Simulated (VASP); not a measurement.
Write the native input for VASP 6.6.1 that does the following.

| Property | Result |
| --- | --- |
| Task | single point |
| Functional | PBE |
| Potentials or basis | VASP PAW PBE potentials, release 64 (Si, C) |
| Cutoff | 520 eV |
| k mesh | 24 × 24 × 8 |
| Occupations | gaussian, width 0.1 eV |
| Spin | no spin polarisation |
| Dipole correction | no |
| Further INCAR settings | ALGO = Normal; EDIFF = 1e-06; NBANDS = 16 |

The structure of SiC3 lies in POSCAR:

```
SiC3
1.0
    2.5113356477      0.0000000000      0.0000000000
   -1.2556678239      2.1748804683      0.0000000000
    0.0000000000      0.0000000000      6.7202167816
Si C
1 3
Direct
    0.3333333333      0.6666666667      0.5000000000
    0.3333333333      0.6666666667      0.0000000000
    0.6666666667      0.3333333333      0.1278833995
    0.6666666667      0.3333333333      0.8721166005
```

One way to write it, as run:

INCAR

```
SYSTEM = SiC3
PREC     = Accurate       ! precision mode
ENCUT    = 520            ! plane-wave cutoff, eV
EDIFF    = 1E-6           ! SCF threshold, eV
ISMEAR   = 0              ! smearing method
SIGMA    = 0.1            ! smearing width, eV
LREAL    = .FALSE.        ! projectors in reciprocal space
LASPH    = .TRUE.         ! aspherical terms in the spheres
NELM     = 60             ! most SCF steps
ALGO     = Normal         ! electronic algorithm
ISIF     = 2              ! what is computed and relaxed
LWAVE    = .FALSE.        ! write WAVECAR
LCHARG   = .FALSE.        ! write CHGCAR
GGA      = PE             ! functional
NBANDS   = 16             ! bands
```

KPOINTS

```
Automatic mesh
0
G
  24 24 8
  0 0 0
```

Potentials or basis: VASP PAW PBE potentials, release 64 (Si, C).

Command:

```console
$ cat potpaw_PBE.64/Si/POTCAR potpaw_PBE.64/C/POTCAR > POTCAR
$ mpirun -np 1 vasp_std > vasp.out
```

Results of the run:

```yaml
Pressure: 0.2 GPa
Largest_force: 0.039 eV/Å
Band_gap_on_the_k_mesh: zero (band 8 reaches 12.32 eV, above the bottom of band 9 at 6.42 eV)
```

Wall time 76 s on 1 thread of Intel(R) Xeon(R) 6975P-C (Granite Rapids) (shared host), peak memory 0.26 GiB.
